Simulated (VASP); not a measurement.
# CdF2 (P-4m2) in VASP: notebook, part 2 of 2

VASP 6.6.1. Earlier steps stand in the parts before.

### Step 3. Relaxation of cell and atoms, PBE (atoms taken out)

INCAR

```
PREC = Accurate
ENCUT = 700
EDIFF = 1E-7
ISMEAR = 0
SIGMA = 0.02
LREAL = F
LASPH = T
NELM = 120
ALGO = Normal
ISIF = 3
LWAVE = F
LCHARG = F
GGA = PE
IBRION = 2
NSW = 100
EDIFFG = -0.01
GGA_COMPAT = F
NELMIN = 4
```

KPOINTS

```
Automatic mesh
0
Gamma
  6 6 8
```

POSCAR

```
CdF2
1.0
    3.7806316244      0.0000000000      0.0000000000
    0.0000000000      3.7806316244      0.0000000000
    0.0000000000      0.0000000000      3.2956069518
Cd F
1 2
Direct
    0.0000000000      0.0000000000      0.0000000000
    0.5000000000      0.0000000000      0.3310550482
    0.0000000000      0.5000000000      0.6689449518
```

Potentials or basis: VASP PAW PBE potentials, release 64 (Cd_sv_GW, F).

On the command line:

```bash
cat potpaw_PBE.64/Cd_sv_GW/POTCAR potpaw_PBE.64/F/POTCAR > POTCAR
mpirun -np 1 vasp_std > vasp.out
```

OUTCAR:

```text
PREC = Accurate
   ENCUT = 700
   EDIFF = 1E-7
   ISMEAR = 0
   LREAL = F
   LASPH = T
   NELM = 120
   ISIF = 3
   GGA = PE
   IBRION = 2
   NSW = 100
   EDIFFG = -0.01
   NELMIN = 4

 ion  position               nearest neighbor table
   1  0.000  0.000  0.000-   2 2.18   3 2.18   3 2.18   2 2.18
   2  0.500  0.000  0.331-   1 2.18   1 2.18
   3  0.000  0.500  0.669-   1 2.18   1 2.18

  LATTYP: Found a simple tetragonal cell.
 ALAT       =     3.7806316244
 C/A-ratio  =     0.8717080317

  Lattice vectors:

 A1 = (   3.7806316244,   0.0000000000,   0.0000000000)
 A2 = (   0.0000000000,   3.7806316244,   0.0000000000)
 A3 = (   0.0000000000,   0.0000000000,   3.2956069518)

Analysis of symmetry for initial positions (statically):
=====================================================================
 Subroutine PRICEL returns:
 Original cell was already a primitive cell.

 Routine SETGRP: Setting up the symmetry group for a
 simple tetragonal supercell.

 Subroutine GETGRP returns: Found  8 space group operations
[... 272 lines left out ...]
  FREE ENERGIE OF THE ION-ELECTRON SYSTEM (eV)
  ---------------------------------------------------
  free  energy   TOTEN  =       -10.5063532602 eV

  energy  without entropy=      -10.5063532602  energy(sigma->0) =      -10.50635326

[... ionic steps 4 to 8 ...]

--------------------------------------- Ionic step        9  -------------------------------------------

 number of electron      34.0000003 magnetization

------------------------ aborting loop because EDIFF is reached ----------------------------------------
[... 69 lines left out ...]
--------------------------------------- Ionic step       11  -------------------------------------------

 number of electron      34.0000002 magnetization

 Free energy of the ion-electron system (eV)
  ---------------------------------------------------
  ext. energy  EPLUGINS =         0.00000000
  ---------------------------------------------------
  free energy    TOTEN  =       -10.50803962 eV

  energy without entropy =      -10.50803962  energy(sigma->0) =      -10.50803962

 E-fermi :  -0.6975     XC(G=0):  -9.6251

 val. band max:       -0.9037767926   @ k =   0.5000   0.5000   0.5000
 cond. band min:       1.6410287227   @ k =   0.0000   0.0000   0.0000
 fundamental gap:      2.5448055153
 Fermi energy:        -0.6974856528

 k-point     1 :       0.0000    0.0000    0.0000
  band No.  band energies     occupation
      1     -99.6868      2.00000
      2     -60.8258      2.00000
      3     -60.7510      2.00000
      4     -60.7510      2.00000
      5     -21.0477      2.00000
      6     -20.5609      2.00000
[... 565 lines left out ...]
     20      11.1526      0.00000
     21      13.2932      0.00000

 [... further k-points ...]

------------------------ aborting loop because EDIFF is reached ----------------------------------------

  FORCE on cell =-STRESS in cart. coord.  units (eV):
  Direction    XX          YY          ZZ          XY          YZ          ZX
  --------------------------------------------------------------------------------------
  -------------------------------------------------------------------------------------
  Total        0.0022205      0.0022205      0.0011552      0.0000000      0.0000000      0.0000000
  in kB        0.0773189      0.0773189      0.0402225      0.0000000      0.0000000      0.0000000
  external PRESSURE =       0.0649535 kB  Pullay stress =       0.0000000 kB
[... 18 lines left out ...]
  FREE ENERGIE OF THE ION-ELECTRON SYSTEM (eV)
  ---------------------------------------------------
  free  energy   TOTEN  =       -10.5080396241 eV

  energy  without entropy=      -10.5080396241  energy(sigma->0) =      -10.50803962

 reached required accuracy - stopping structural energy minimisation
```

OSZICAR:

```text
N       E                     dE             d eps       ncg     rms          rms(c)
DAV:   1     0.712521827670E+03    0.71252E+03   -0.22885E+04  2116   0.254E+03
DAV:   2     0.757325154999E+02   -0.63679E+03   -0.59485E+03  2108   0.796E+02
DAV:   3    -0.934105032682E+01   -0.85074E+02   -0.83444E+02  3186   0.315E+02
DAV:   4    -0.124039718264E+02   -0.30629E+01   -0.30544E+01  2381   0.640E+01
[... 107 lines left out ...]
DAV:   6    -0.105080402979E+02    0.43545E-06   -0.57240E-06  3073   0.356E-02    0.448E-03
DAV:   7    -0.105080396146E+02    0.68324E-06   -0.98901E-07  2690   0.104E-02    0.148E-03
DAV:   8    -0.105080395013E+02    0.11333E-06   -0.74609E-08  1370   0.607E-03    0.399E-04
DAV:   9    -0.105080396221E+02   -0.12078E-06   -0.24222E-08  1280   0.300E-03    0.148E-04
DAV:  10    -0.105080396241E+02   -0.20427E-08   -0.65405E-09  1080   0.183E-03
  11 F= -.10508040E+02 E0= -.10508040E+02  d E =-.730078E-04
```

CONTCAR:

```text
CdF2
   1.00000000000000
     3.7702718766463814   -0.0000000000000000    0.0000000000000000
    -0.0000000000000000    3.7702718766463814   -0.0000000000000000
     0.0000000000000000   -0.0000000000000000    3.2369773924298353
  Cd              F
     1     2
Direct
     0.0000000000000000    0.0000000000000000    0.0000000000000000
     0.5000000000000000    1.0000000000000000    0.3433065725050640
     0.0000000000000000    0.5000000000000000    0.6566934274949360

  0.00000000E+00  0.00000000E+00  0.00000000E+00
  0.00000000E+00  0.00000000E+00  0.00000000E+00
  0.00000000E+00  0.00000000E+00  0.00000000E+00
```

Run time: 8.3 min. Hardware: 1 thread of AMD EPYC 7R43 (Zen 3), shared host; peak memory 0.21 GiB.

Results:

| Quantity | Value |
| --- | --- |
| Free energy | -10.5080 eV |
| Relaxed volume | 15.34 Å³/atom |
| Relaxed cell | a = 3.770 Å, b = 3.770 Å, c = 3.237 Å, α = 90.00°, β = 90.00°, γ = 90.00° |
| Space group after relaxing (to 0.1 Å) | P-4m2 (No. 115) |
| Energy gained by relaxing | 0.6 meV/atom |
| Ionic steps | 11 |
| Pressure after relaxing | 0.0 GPa |
| Band gap on the k mesh | 2.54 eV (least direct gap 2.72 eV) |

The path:
| step | energy change (eV) | largest force (eV/Å) | pressure (GPa) | volume (Å³) |
| --- | --- | --- | --- | --- |
| 1 | 0.0000 | 0.0152 | -0.31 | 47.10 |
| 2 | -0.0003 | 0.0347 | -0.01 | 46.90 |
| 3 | -0.0003 | 0.0394 | 0.07 | 46.85 |
| 4 | -0.0005 | 0.0381 | 0.06 | 46.79 |
| 5 | -0.0010 | 0.0341 | 0.05 | 46.62 |
| 6 | -0.0016 | 0.0266 | 0.05 | 46.28 |
| 7 | -0.0017 | 0.0232 | 0.07 | 46.12 |
| 8 | -0.0018 | 0.0130 | -0.24 | 46.14 |
| 9 | -0.0019 | 0.0034 | -0.15 | 46.13 |
| 10 | -0.0017 | 0.0069 | 0.27 | 45.82 |
| 11 | -0.0019 | 0.0004 | 0.01 | 46.01 |

Final structure:
```
CELL_PARAMETERS angstrom
3.77027 0.00000 0.00000
0.00000 3.77027 0.00000
0.00000 0.00000 3.23698
ATOMIC_POSITIONS crystal
Cd 0.00000 0.00000 0.00000
F 0.50000 0.00000 0.34331
F 0.00000 0.50000 0.65669
```

Caveat: the cell differs from its parent crystal (atoms taken out).

### Step 4. Relaxation of cell and atoms, PBE (atoms taken out)

INCAR

```
SYSTEM = CdF2
PREC = Accurate
ENCUT = 700
EDIFF = 1E-7
ISMEAR = 0
SIGMA = 0.1
LREAL = .False.
LASPH = .True.
NELM = 120
ALGO = Normal
ISIF = 3
LWAVE = .False.
LCHARG = .False.
GGA = PE
IBRION = 2
NSW = 90
EDIFFG = -0.04
GGA_COMPAT = .False.
NELMIN = 4
```

KPOINTS

```
Automatic mesh
0
Gamma
  4 4 4
  0 0 0
```

POSCAR

```
CdF2
1.0
    4.0836437200      0.0000000000      0.0000000000
    0.0000000000      4.0836437200      0.0000000000
    0.0000000000      0.0000000000      5.7751443400
Cd F
1 2
Direct
    0.0000000000      0.0000000000      0.0000000000
    0.5000000000      0.0000000000      0.2500000000
    0.0000000000      0.5000000000      0.7500000000
```

Potentials or basis: VASP PAW PBE potentials, release 64 (Cd_sv_GW, F).

On the command line:

```bash
cat potpaw_PBE.64/Cd_sv_GW/POTCAR potpaw_PBE.64/F/POTCAR > POTCAR
mpirun -np 1 vasp_std > vasp.out
```

OUTCAR:

```text
SYSTEM = CdF2
   PREC = Accurate
   ENCUT = 700
   EDIFF = 1E-7
   ISMEAR = 0
   LREAL = .False.
   LASPH = .True.
   NELM = 120
   ISIF = 3
   GGA = PE
   IBRION = 2
   NSW = 90
   EDIFFG = -0.04
   NELMIN = 4

 ion  position               nearest neighbor table
   1  0.000  0.000  0.000-
   2  0.500  0.000  0.250-
   3  0.000  0.500  0.750-

  LATTYP: Found a simple tetragonal cell.
 ALAT       =     4.0836437200
 C/A-ratio  =     1.4142135642

  Lattice vectors:

 A1 = (   4.0836437200,   0.0000000000,   0.0000000000)
 A2 = (   0.0000000000,   4.0836437200,   0.0000000000)
 A3 = (   0.0000000000,   0.0000000000,   5.7751443400)

Analysis of symmetry for initial positions (statically):
=====================================================================
 Subroutine PRICEL returns:
 Original cell was already a primitive cell.

 Routine SETGRP: Setting up the symmetry group for a
 simple tetragonal supercell.

 Subroutine GETGRP returns: Found  8 space group operations
 (whereof  8 operations were pure point group operations)
[... 159 lines left out ...]
  free energy    TOTEN  =        -8.85497245 eV

  energy without entropy =       -8.85497245  energy(sigma->0) =       -8.85497245

------------------------ aborting loop because EDIFF is reached ----------------------------------------

  FORCE on cell =-STRESS in cart. coord.  units (eV):
  Direction    XX          YY          ZZ          XY          YZ          ZX
  --------------------------------------------------------------------------------------
  -------------------------------------------------------------------------------------
  Total       -4.7427967     -4.7427967     -6.0073421      0.0000000      0.0000000      0.0000000
  in kB      -78.9017364    -78.9017364    -99.9388645      0.0000000      0.0000000      0.0000000
  external PRESSURE =     -85.9141125 kB  Pullay stress =       0.0000000 kB
[... 92 lines left out ...]
  FREE ENERGIE OF THE ION-ELECTRON SYSTEM (eV)
  ---------------------------------------------------
  free  energy   TOTEN  =       -10.3454119805 eV

  energy  without entropy=      -10.3454119805  energy(sigma->0) =      -10.34541198

[... ionic steps 4 to 34 ...]

--------------------------------------- Ionic step       35  -------------------------------------------

 number of electron      33.9999999 magnetization

------------------------ aborting loop because EDIFF is reached ----------------------------------------
[... 69 lines left out ...]
--------------------------------------- Ionic step       37  -------------------------------------------

 number of electron      33.9999994 magnetization

 Free energy of the ion-electron system (eV)
  ---------------------------------------------------
  ext. energy  EPLUGINS =         0.00000000
  ---------------------------------------------------
  free energy    TOTEN  =       -10.53938169 eV

  energy without entropy =      -10.53938169  energy(sigma->0) =      -10.53938169

 E-fermi :  -0.7342     XC(G=0):  -9.4439

 val. band max:       -1.2080972027   @ k =   0.5000   0.5000   0.5000
 cond. band min:       1.4520225950   @ k =   0.0000   0.0000   0.0000
 fundamental gap:      2.6601197977
 Fermi energy:        -0.7341634724

 k-point     1 :       0.0000    0.0000    0.0000
  band No.  band energies     occupation
      1     -99.9117      2.00000
      2     -61.0576      2.00000
      3     -60.9780      2.00000
      4     -60.9780      2.00000
      5     -21.2188      2.00000
      6     -20.7934      2.00000
[... 451 lines left out ...]
  FREE ENERGIE OF THE ION-ELECTRON SYSTEM (eV)
  ---------------------------------------------------
  free  energy   TOTEN  =       -10.5393816880 eV

  energy  without entropy=      -10.5393816880  energy(sigma->0) =      -10.53938169

 reached required accuracy - stopping structural energy minimisation
```

OSZICAR:

```text
N       E                     dE             d eps       ncg     rms          rms(c)
DAV:   1     0.610433299392E+03    0.61043E+03   -0.21026E+04   852   0.215E+03
DAV:   2     0.959675057511E+02   -0.51447E+03   -0.47699E+03   785   0.731E+02
DAV:   3    -0.602690715886E+01   -0.10199E+03   -0.97654E+02  1110   0.292E+02
DAV:   4    -0.120791261150E+02   -0.60522E+01   -0.60403E+01   885   0.818E+01
[... 443 lines left out ...]
DAV:   7    -0.105393798524E+02   -0.15896E-05   -0.24489E-06  1005   0.189E-02    0.450E-03
DAV:   8    -0.105393820149E+02   -0.21626E-05   -0.90331E-07  1099   0.131E-02    0.151E-03
DAV:   9    -0.105393817666E+02    0.24829E-06   -0.27225E-08   508   0.500E-03    0.677E-04
DAV:  10    -0.105393816573E+02    0.10938E-06   -0.21785E-08   383   0.199E-03    0.111E-04
DAV:  11    -0.105393816880E+02   -0.30795E-07   -0.41553E-09   378   0.197E-03
  37 F= -.10539382E+02 E0= -.10539382E+02  d E =-.279460E-02
```

Run time: 15 min. Hardware: 1 thread of Intel Xeon Platinum 8488C (Sapphire Rapids), shared host; peak memory 0.29 GiB.

Results:

* Free energy: -10.5394 eV
* Relaxed volume: 15.84 Å³/atom
* Relaxed cell: a = 3.783 Å, b = 3.783 Å, c = 3.321 Å, α = 90.00°, β = 90.00°, γ = 90.00°
* Space group after relaxing (to 0.1 Å): P-4m2 (No. 115)
* Energy gained by relaxing: 561.5 meV/atom
* Ionic steps: 37
* Pressure after relaxing: -0.2 GPa
* Largest force after relaxing: 0.011 eV/Å
* Band gap on the k mesh: 2.66 eV (least direct gap 2.76 eV)

Forces on the atoms (eV/Å):
```
Cd   0.000  0.000  0.000
F    0.000  0.000  0.011
F    0.000  0.000 -0.011
```

The path:
| step | energy change (eV) | largest force (eV/Å) | pressure (GPa) | volume (Å³) |
| --- | --- | --- | --- | --- |
| 1 | 0.0000 | 1.9409 | -8.59 | 96.31 |
| 2 | -1.3214 | 0.9775 | -4.80 | 74.24 |
| 3 | -1.4904 | 0.1357 | 0.44 | 66.49 |
| 4 | -1.4896 | 0.2078 | -0.05 | 67.02 |
| 5 | -1.5051 | 0.2013 | -0.26 | 67.39 |
| 6 | -1.5364 | 0.1960 | -0.98 | 68.42 |
| 7 | -1.5293 | 0.2251 | -2.73 | 70.08 |
| 8 | -1.5440 | 0.2099 | -1.60 | 69.06 |
| 9 | -1.5571 | 0.0726 | -0.77 | 67.92 |
| 10 | -1.5618 | 0.0672 | 0.13 | 66.77 |
| 11 | -1.5619 | 0.0741 | 0.17 | 66.71 |
| 12 | -1.5632 | 0.0733 | 0.10 | 66.61 |
| 13 | -1.5663 | 0.0698 | -0.13 | 66.30 |
| 14 | -1.5679 | 0.0627 | -0.64 | 65.60 |
| 15 | -1.5681 | 0.0648 | -0.47 | 65.83 |
| 16 | -1.5697 | 0.0938 | -0.31 | 65.23 |
| 17 | -1.5720 | 0.1716 | 0.18 | 63.61 |
| 18 | -1.5741 | 0.1674 | 0.08 | 63.18 |
| 19 | -1.5799 | 0.1585 | -0.19 | 61.87 |
| 20 | -1.5881 | 0.1582 | -0.61 | 59.18 |
| 21 | -1.5922 | 0.1751 | -0.54 | 58.41 |
| 22 | -1.5970 | 0.1973 | -0.36 | 57.44 |
| 23 | -1.6054 | 0.2457 | 0.07 | 55.51 |
| 24 | -1.6113 | 0.3624 | 1.35 | 51.72 |
| 25 | -1.6145 | 0.3583 | 1.34 | 51.22 |
| 26 | -1.6206 | 0.3490 | 1.46 | 49.73 |
| 27 | -1.6091 | 0.3518 | 2.21 | 46.78 |
| 28 | -1.6188 | 0.3585 | 1.62 | 49.06 |
| 29 | -1.6266 | 0.3135 | 1.09 | 49.19 |
| 30 | -1.6424 | 0.1820 | -0.31 | 49.59 |
| 31 | -1.6414 | 0.0644 | -3.10 | 50.37 |
| 32 | -1.6472 | 0.0572 | -1.79 | 49.97 |
| 33 | -1.6577 | 0.0413 | -1.66 | 49.64 |
| 34 | -1.6782 | 0.0220 | -1.32 | 48.63 |
| 35 | -1.6603 | 0.2189 | -0.79 | 46.61 |
| 36 | -1.6816 | 0.0679 | -1.21 | 48.10 |
| 37 | -1.6844 | 0.0105 | -0.17 | 47.52 |

Final structure:
```yaml
crystal:
  lattice:
    - [3.78285, 0.00000, 0.00000]
    - [0.00000, 3.78285, 0.00000]
    - [0.00000, 0.00000, 3.32056]
  atoms:
    - { symbol: Cd, position: [0.00000, 0.00000, 0.00000] }
    - { symbol: F, position: [0.50000, 0.00000, 0.32730] }
    - { symbol: F, position: [0.00000, 0.50000, 0.67270] }
```

Caveat: the cell differs from its parent crystal (atoms taken out); the volume moved by over 15 % at a fixed basis, so the end points are rough. A k mesh can miss the band edges.

### Step 5. Summary

```csv
task,cell,k mesh,smearing,gap on the mesh (eV),pressure (GPa),relaxed volume (Å³/atom),largest force (eV/Å)
single point,"a = 3.296, b = 3.781, c = 7.561 Å, 6 atoms, atomic positions A",4 × 4 × 2,gaussian 0.1 eV,2.63,-0.3,-,0.01
relaxation of cell and atoms,"relaxed from a = 3.781, b = 3.781, c = 3.296 Å, 3 atoms, atomic positions B",6 × 6 × 8,gaussian 0.02 eV,2.54,0.0,15.34,-
relaxation of cell and atoms,"relaxed from a = 4.084, b = 4.084, c = 5.775 Å, 3 atoms, atomic positions C",4 × 4 × 4,gaussian 0.1 eV,2.66,-0.2,15.84,0.01
```

Alike in all rows: level PBE; potentials or basis VASP PAW PBE potentials, release 64 (Cd_sv_GW, F); no spin polarisation; cutoff (eV) 700.

Caveats: some runs use coarse meshes; the volume moved by over 15 % at a fixed basis, so the end points are rough (at least some runs).

Absolute energies hang on the potentials; compare differences alone.
